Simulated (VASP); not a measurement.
The system is ZrVH6.

```xyz
8
Lattice="0.0000 3.7010 3.7010 3.7010 0.0000 3.7010 3.7010 3.7010 0.0000" Properties=species:S:1:pos:R:3 pbc="T T T"
H     3.7010    1.8190    3.7010
H     5.5830    3.7010    3.7010
H     3.7010    5.5830    3.7010
H     1.8190    3.7010    3.7010
H     3.7010    3.7010    1.8190
H     3.7010    3.7010    5.5830
Zr    0.0000    0.0000    0.0000
V     3.7010    3.7010    3.7010
```

Base run:

```yaml
Program: VASP 6.6.1
Functional: r2SCAN
Potentials_or_basis: VASP PAW PBE potentials, release 64 (H, Zr_sv, V_sv)
Cutoff: 520 eV
k_mesh: 6 × 6 × 6
Occupations: gaussian, width 0.228 eV
Spin: no spin polarisation
Hubbard_terms: Zr d U = 8.0 eV
```

Its results: pressure 3.6 GPa; largest force 2.567 eV/Å.

Task: The run is repeated on the same cell with these changes: k mesh from 6 × 6 × 6 to 4 × 4 × 4; hubbard terms from Zr d U = 8.0 eV to none. What comes out?

Result: Pressure -0.2 GPa; largest force 2.277 eV/Å.

Several settings changed at once, so the effect can't be laid on one alone.

Caveats: some runs use coarse meshes; the PAW data sets were made with another functional, which shifts forces and pressure a little; U without spin polarisation on a metal has little footing (some runs); the U is typed as a test and isn't derived for this compound (some runs).
